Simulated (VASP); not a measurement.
# TaN (P-62m) in VASP: further runs, part 2 of 2

VASP 6.6.1. The steps go on from the part before.

### 4 Single point, r2SCAN

File POSCAR:

```
TaN
1.0
    5.2016250708      0.0000000000      0.0000000000
   -2.6008125354      4.5047394523      0.0000000000
    0.0000000000      0.0000000000      2.9090407472
Ta N
3 3
Direct
    0.3333333333      0.6666666667      0.5000000000
    0.6666666667      0.3333333333      0.5000000000
    0.0000000000      0.0000000000      0.0000000000
    0.3923332694      0.0000000000      0.0000000000
    0.6076667306      0.6076667306      0.0000000000
    0.0000000000      0.3923332694      0.0000000000
```

File INCAR.step1:

```
SYSTEM = TaN
PREC = Accurate
ENCUT = 520
ISMEAR = -1
SIGMA = 0.15
LREAL = .FALSE.
LASPH = .TRUE.
NELM = 60
NBANDS = 33
GGA = PE
ALGO = Normal
EDIFF = 1E-4
LWAVE = .TRUE.
LCHARG = .FALSE.
```

File INCAR.step2:

```
SYSTEM = TaN
PREC = Accurate
ENCUT = 520
EDIFF = 1E-6
ISMEAR = -1
SIGMA = 0.15
LREAL = .FALSE.
LASPH = .TRUE.
NELM = 60
ALGO = Normal
ISIF = 2
LWAVE = .FALSE.
LCHARG = .TRUE.
METAGGA = R2SCAN
LMIXTAU = .TRUE.
LELF = .TRUE.
LVHAR = .TRUE.
NBANDS = 33
ISTART = 1
```

File KPOINTS:

```
regular mesh
0
G
  6 6 9
  0 0 0
```

Potentials or basis: VASP PAW PBE potentials, release 64 (Ta_pv, N).

The run is started by

```
> cat potpaw_PBE.64/Ta_pv/POTCAR potpaw_PBE.64/N/POTCAR > POTCAR
> cp INCAR.step1 INCAR
> mpirun -np 1 vasp_std > vasp.out
> cp INCAR.step2 INCAR
> mpirun -np 1 vasp_std > vasp.out
```

OUTCAR:

```text
SYSTEM = TaN
   PREC = Accurate
   ENCUT = 520
   EDIFF = 1E-6
   ISMEAR = -1
   LREAL = .FALSE.
   LASPH = .TRUE.
   NELM = 60
   ISIF = 2
   METAGGA = R2SCAN
   ISTART = 1

 ion  position               nearest neighbor table
   1  0.333  0.667  0.500-   4 2.16   4 2.16   6 2.16   6 2.16   5 2.16   5 2.16   2 3.00   2 3.00
                             2 3.00   3 3.34   3 3.34   3 3.34   3 3.34   3 3.34   3 3.34
   2  0.667  0.333  0.500-   6 2.16   6 2.16   4 2.16   4 2.16   5 2.16   5 2.16   1 3.00   1 3.00
                             1 3.00   3 3.34   3 3.34   3 3.34   3 3.34   3 3.34   3 3.34
   3  0.000  0.000  0.000-   4 2.04   5 2.04   6 2.04   2 3.34   1 3.34   1 3.34   2 3.34   2 3.34
                             2 3.34   1 3.34   1 3.34   2 3.34   2 3.34   1 3.34   1 3.34
   4  0.392  0.000  0.000-   3 2.04   1 2.16   1 2.16   2 2.16   2 2.16
   5  0.608  0.608  0.000-   3 2.04   1 2.16   1 2.16   2 2.16   2 2.16
   6  0.000  0.392  0.000-   3 2.04   2 2.16   2 2.16   1 2.16   1 2.16

  LATTYP: Found a hexagonal cell.
 ALAT       =     5.2016250708
 C/A-ratio  =     0.5592561378

  Lattice vectors:

 A1 = (   5.2016250708,   0.0000000000,   0.0000000000)
 A2 = (  -2.6008125354,   4.5047394523,   0.0000000000)
 A3 = (   0.0000000000,   0.0000000000,   2.9090407472)

Analysis of symmetry for initial positions (statically):
=====================================================================
 Subroutine PRICEL returns:
 Original cell was already a primitive cell.

 Routine SETGRP: Setting up the symmetry group for a
 hexagonal supercell.

 Subroutine GETGRP returns: Found 12 space group operations
 (whereof 12 operations were pure point group operations)
 out of a pool of 24 trial point group operations.

The static configuration has the point symmetry D_3h.

Analysis of symmetry for dynamics (positions and initial velocities):
=====================================================================
 Subroutine PRICEL returns:
 Original cell was already a primitive cell.

 Routine SETGRP: Setting up the symmetry group for a
 hexagonal supercell.

 Subroutine GETGRP returns: Found 12 space group operations
 (whereof 12 operations were pure point group operations)
 out of a pool of 24 trial point group operations.

The dynamic configuration has the point symmetry D_3h.

 Subroutine INISYM returns: Found 12 space group operations
 (whereof 12 operations are pure point group operations),
 and found     1 'primitive' translations

----------------------------------------------------------------------------------------

                                     Primitive cell

  volume of cell :      68.1645

  direct lattice vectors                    reciprocal lattice vectors
     5.201625071  0.000000000  0.000000000     0.192247612  0.110994211  0.000000000
    -2.600812535  4.504739452  0.000000000     0.000000000  0.221988421  0.000000000
     0.000000000  0.000000000  2.909040747     0.000000000  0.000000000  0.343755927

  length of vectors
     5.201625071  5.201625071  2.909040747     0.221988421  0.221988421  0.343755927

  position of ions in fractional coordinates (direct lattice)
     0.333333333  0.666666667  0.500000000
     0.666666667  0.333333333  0.500000000
     0.000000000  0.000000000  0.000000000
[... 32 lines left out ...]
     0.000000000  0.000000000  0.000000000

 Subroutine IBZKPT returns following result:
 ===========================================

 Found     35 irreducible k-points:

 Following reciprocal coordinates:
            Coordinates               Weight
  0.000000  0.000000  0.000000      1.000000
  0.166667  0.000000  0.000000      6.000000
  0.333333  0.000000  0.000000      6.000000
  0.500000  0.000000  0.000000      3.000000
  0.166667  0.166667  0.000000      6.000000
  0.333333  0.166667  0.000000     12.000000
[... 16 lines left out ...]
  0.166667  0.000000  0.333333     12.000000
  0.333333  0.000000  0.333333     12.000000
 [... further k-points ...]
   k-points           NKPTS =     35   k-points in BZ     NKDIM =     35   number of bands    NBANDS=     33
   number of dos      NEDOS =    301   number of ions     NIONS =      6
   total plane-waves  NPLWV =  38400
   dimension x,y,z NGX =    40 NGY =   40 NGZ =   24
   dimension x,y,z NGXF=    80 NGYF=   80 NGZF=   48
   ions per type =               3   3
   NGX,Y,Z   is equivalent  to a cutoff of  12.78, 12.78, 13.72 a.u.
   NGXF,Y,Z  is equivalent  to a cutoff of  25.57, 25.57, 27.43 a.u.
 SYSTEM =  TaN
   PREC   = accura    normal or accurate (medium, high low for compatibility)
   ISTART =      1    job   : 0-new  1-cont  2-samecut
   ICHARG =      0    charge: 1-file 2-atom 10-const
   ISPIN  =      1    spin polarized calculation?
   LNONCOLLINEAR =      F non collinear calculations
   LSORBIT =      F    spin-orbit coupling
   LASPH  =      T    aspherical Exc in radial PAW
   ENCUT  =  520.0 eV  38.22 Ry    6.18 a.u.   9.67  9.67  5.41*2*pi/ulx,y,z
   NELM   =     60;   NELMIN=  2; NELMDL=  0     # of ELM steps
   EDIFF  = 0.1E-05   stopping-criterion for ELM
   LREAL  =      F    real-space projection
   EDIFFG = 0.1E-04   stopping-criterion for IOM
   NSW    =      0    number of steps for IOM
   IBRION =     -1    ionic relax: 0-MD 1-quasi-New 2-CG
   NFREE  =      0    steps in history (QN), initial steepest desc. (CG)
   ISIF   =      2    stress and relaxation
   ISYM   =      2    0-nonsym 1-usesym 2-fastsym
   POTIM  = 0.5000    time-step for ionic-motion
   TEBEG  =    0.0;   TEEND  =   0.0 temperature during run
   PSTRESS=    0.0 pullay stress
   NELECT =      48.0000    total number of electrons
   NUPDOWN=      -1.0000    fix difference up-down
   EMIN   =  10.00;   EMAX   =-10.00  energy-range for DOS
   EFERMI =   0.00;   METHOD = LEGACY
   ISMEAR =    -1;   SIGMA  =   0.15  broadening in eV -4-tet -1-fermi 0-gaus
   EFERMI_NEDOS =   21; number of points for ismear=-14 and -15
   IALGO  =     38    algorithm
   IMIX   =      4    mixing-type and parameters
     AMIX     =   0.40;   BMIX     =  1.00
     AMIX_MAG =   1.60;   BMIX_MAG =  1.00
  volume/ion in A,a.u.               =      11.36        76.67
  Fermi-wavevector in a.u.,A,eV,Ry     =   1.456473  2.752335 28.862219  2.121313
  Thomas-Fermi vector in A             =   2.573387
   LORBIT       =      0    0 simple, 1 ext, 2 COOP (PROOUT), +10 PAW based schemes
   METAGGA = R2SCAN    functional components
   LHFCALC =     F    Hartree Fock is set to
   AEXX    =    0.0000 exact exchange contribution
   IVDW    =     0    specifies the selected vdW correction
   LEPSILON=     F    determine dielectric tensor
   LRPA    =     F    only Hartree local field effects (RPA)
 non-spin polarized calculation
  energy-cutoff  :      520.00
  volume of cell :       68.16
 maximum number of plane-waves:      1853
 NGX is ok and might be reduce to    40
   NGX = 19   NGY = 19   NGZ = 11

 number of electron      48.0000001 magnetization

 Free energy of the ion-electron system (eV)
  ---------------------------------------------------
  ext. energy  EPLUGINS =         0.00000000
  ---------------------------------------------------
  free energy    TOTEN  =      -181.32409848 eV

  energy without entropy =     -181.27431009  energy(sigma->0) =     -181.29920428

 E-fermi :   8.2783     XC(G=0): -13.9768

 val. band max:        8.2697059678   @ k =   0.0000   0.0000   0.2222
 cond. band min:       8.3138281157   @ k =   0.1667   0.0000   0.2222
 fundamental gap:      0.0441221480
 Fermi energy:         8.2782865730

 k-point     1 :       0.0000    0.0000    0.0000
  band No.  band energies     occupation
      1     -29.2853      2.00000
      2     -29.2853      2.00000
      3     -28.9172      2.00000
      4     -28.9172      2.00000
      5     -28.7339      2.00000
      6     -28.6236      2.00000
[... 853 lines left out ...]
     32      12.1491      0.00000
     33      13.6538      0.00000

 [... further k-points ...]
[... 5 lines left out ...]
  --------------------------------------------------------------------------------------
  -------------------------------------------------------------------------------------
  Total        0.6847918      0.6847918      0.6374690      0.0000000      0.0000000      0.0000000
  in kB       16.0957276     16.0957276     14.9834258      0.0000000      0.0000000      0.0000000
  external PRESSURE =      15.7249603 kB  Pullay stress =       0.0000000 kB

 VOLUME and BASIS-vectors are now :
 -----------------------------------------------------------------------------
  energy-cutoff  :      520.00
  volume of cell :       68.16
      direct lattice vectors                 reciprocal lattice vectors
     5.201625071  0.000000000  0.000000000     0.192247612  0.110994211  0.000000000
    -2.600812535  4.504739452  0.000000000     0.000000000  0.221988421  0.000000000
     0.000000000  0.000000000  2.909040747     0.000000000  0.000000000  0.343755927

 POSITION                                       TOTAL-FORCE (eV/Angst)
 -----------------------------------------------------------------------------------
     -0.00000      3.00316      1.45452        -0.000000     -0.000000     -0.000000
      2.60081      1.50158      1.45452        -0.000000     -0.000000     -0.000000
      0.00000      0.00000      0.00000        -0.000000     -0.000000     -0.000000
      2.04077      0.00000      0.00000         0.003639     -0.000000      0.000000
      1.58043      2.73738      0.00000        -0.001819     -0.003151     -0.000000
     -1.02039      1.76736      0.00000        -0.001819      0.003151     -0.000000
 -----------------------------------------------------------------------------------
    total drift:                                0.000003      0.000004      0.000000

  FREE ENERGIE OF THE ION-ELECTRON SYSTEM (eV)
  ---------------------------------------------------
  free  energy   TOTEN  =      -181.3240984784 eV

  energy  without entropy=     -181.2743100881  energy(sigma->0) =     -181.29920428
```

Run time: 6.7 min. Hardware: 1 thread of Intel Xeon 8259CL, shared host; peak memory 0.24 GiB.

What came out:

```
Free energy            : -181.3241 eV
Pressure               : 1.6 GPa
Largest force          : 0.004 eV/Å
Band gap on the k mesh : zero (band 24 reaches 10.06 eV, above the bottom of band 25 at 6.92 eV)
```

Forces on the atoms (eV/Å):
```
Ta   0.000  0.000  0.000
Ta   0.000  0.000  0.000
Ta   0.000  0.000  0.000
N    0.004  0.000  0.000
N   -0.002 -0.003  0.000
N   -0.002  0.003  0.000
```

Levels at points of the mesh, in eV from the Fermi level:
```tsv
k point	band 20	band 21	band 22	band 23	band 24	band 25	band 26	band 27	band 28	band 29
(0.00, 0.00, 0.00)	-5.25	-4.56	-3.53	-1.96	-0.93	-0.93	0.78	0.78	1.93	2.11
(0.50, 0.00, 0.00)	-4.82	-4.14	-4.12	-2.94	-2.69	1.38	1.99	2.11	2.64	2.65
```

Caveat: the PAW data sets were made with another functional, which shifts forces and pressure a little; spin-orbit coupling is left out, which moves the levels of the heavy elements.

### 5 Relaxation of cell and atoms, BLYP+D3(BJ)

File INCAR:

```
SYSTEM = TaN
AGGAC = 1.0
AGGAX = 1.0
ALDAC = 0.0
ALDAX = 1.0
ALGO = Normal
EDIFF = 1E-7
EDIFFG = -0.01
ENCUT = 600
GGA = B5
IBRION = 2
ISIF = 3
ISMEAR = -1
IVDW = 12
LASPH = .True.
LCHARG = .False.
LREAL = .False.
LWAVE = .False.
NELM = 60
NSW = 80
PREC = Accurate
SIGMA = 0.15
VDW_A1 = 0.4298
VDW_A2 = 4.2359
VDW_S6 = 1.0
VDW_S8 = 2.6996
```

File KPOINTS:

```
k-points
0
Gamma
  6 6 9
  0 0 0
```

File POSCAR:

```
TaN
1.0
    5.1960000000      0.0000000000      0.0000000000
   -2.5980000000      4.4998680000      0.0000000000
    0.0000000000      0.0000000000      2.9110000000
Ta N
3 3
Direct
    0.3333333333      0.6666666667      0.5000000000
    0.6666666667      0.3333333333      0.5000000000
    0.0000000000      0.0000000000      0.0000000000
    0.3928500000      0.0000000000      0.0000000000
    0.6071500000      0.6071500000      0.0000000000
    0.0000000000      0.3928500000      0.0000000000
```

The run is started by

```
> cat potpaw_PBE.64/Ta_pv/POTCAR potpaw_PBE.64/N/POTCAR > POTCAR
> mpirun -np 1 vasp_std > vasp.out
```

Wall time 9.9 min (1 thread of Intel Xeon 8259CL, shared host); peak memory 0.26 GiB.

It converged, with:

| Quantity | Value |
| --- | --- |
| Free energy | -67.7862 eV |
| Relaxed volume | 11.42 Å³/atom |
| Relaxed cell | a = 5.213 Å, b = 5.213 Å, c = 2.910 Å, α = 90.00°, β = 90.00°, γ = 120.00° |
| Space group after relaxing (to 0.05 Å) | P-62m (No. 189) |
| Energy gained by relaxing | 0.6 meV/atom |
| Ionic steps | 6 |
| Pressure after relaxing | 0.0 GPa |
| Band gap on the k mesh | zero (band 24 reaches 10.52 eV, above the bottom of band 25 at 7.43 eV) |
| Dispersion energy per atom | -1.023 eV |

Forces on the atoms (eV/Å):
```
Ta   0.000  0.000  0.000
Ta   0.000  0.000  0.000
Ta   0.000  0.000  0.000
N    0.002  0.000  0.000
N   -0.001 -0.002  0.000
N   -0.001  0.002  0.000
```

Step by step:
```csv
step,energy change (eV),largest force (eV/Å),pressure (GPa),volume (Å³)
1,0.0000,0.0284,1.92,68.06
2,0.0088,0.1089,-4.14,69.41
3,-0.0030,0.0564,-0.17,68.51
4,-0.0035,0.0207,0.04,68.49
5,-0.0035,0.0247,0.02,68.49
6,-0.0036,0.0021,0.01,68.50
```

Final structure:
```
Ta N
1.0
     5.21349    0.00000    0.00000
    -2.60675    4.51502    0.00000
     0.00000    0.00000    2.91010
Ta N
3 3
Direct
  0.33333 0.66667 0.50000
  0.66667 0.33333 0.50000
  0.00000 0.00000 0.00000
  0.39210 0.00000 0.00000
  0.60790 0.60790 0.00000
  0.00000 0.39210 0.00000
```

Levels at points of the mesh, in eV from the Fermi level:
```tsv
k point	band 21	band 22	band 23	band 24	band 25	band 26	band 27	band 28
(0.00, 0.00, 0.00)	-4.22	-3.26	-1.88	-0.90	-0.90	0.66	0.66	1.75
(0.50, 0.00, 0.00)	-3.88	-3.82	-2.75	-2.56	1.24	1.82	1.94	2.39
```

Caveat: the PAW data sets were made with another functional, which shifts forces and pressure a little; spin-orbit coupling is left out, which moves the levels of the heavy elements; pairwise dispersion overbinds metals, which lowers pressure and volume.

### 6 Overview

| task | level | cell | cutoff (eV) | gap on the mesh (eV) | pressure (GPa) |
| --- | --- | --- | --- | --- | --- |
| single point | BLYP+D3(BJ) | a = 5.203, b = 5.203, c = 2.905 Å, angles 90.0, 90.0, 120.0°, 6 atoms | 520 | none | 2.0 |
| single point | r2SCAN+D4 | a = 5.193, b = 5.193, c = 2.904 Å, angles 90.0, 90.0, 120.0°, 6 atoms | 520 | none | 1.6 |
| single point | r2SCAN | a = 5.202, b = 5.202, c = 2.909 Å, angles 90.0, 90.0, 120.0°, 6 atoms | 520 | none | 1.6 |
| relaxation of cell and atoms | BLYP+D3(BJ) | relaxed from a = 5.196, b = 5.196, c = 2.911 Å, angles 90.0, 90.0, 120.0°, 6 atoms | 600 | none | 0.0 |

Alike in all rows: potentials or basis VASP PAW PBE potentials, release 64 (Ta_pv, N); no spin polarisation; k mesh 6 × 6 × 9; smearing fermi-dirac 0.15 eV.

Caveats: the PAW data sets were made with another functional, which shifts forces and pressure a little; spin-orbit coupling is left out, which moves the levels of the heavy elements; pairwise dispersion overbinds metals, which lowers pressure and volume (some runs).

Total energies depend on the potentials used, so only differences within one code and one set of settings carry meaning.
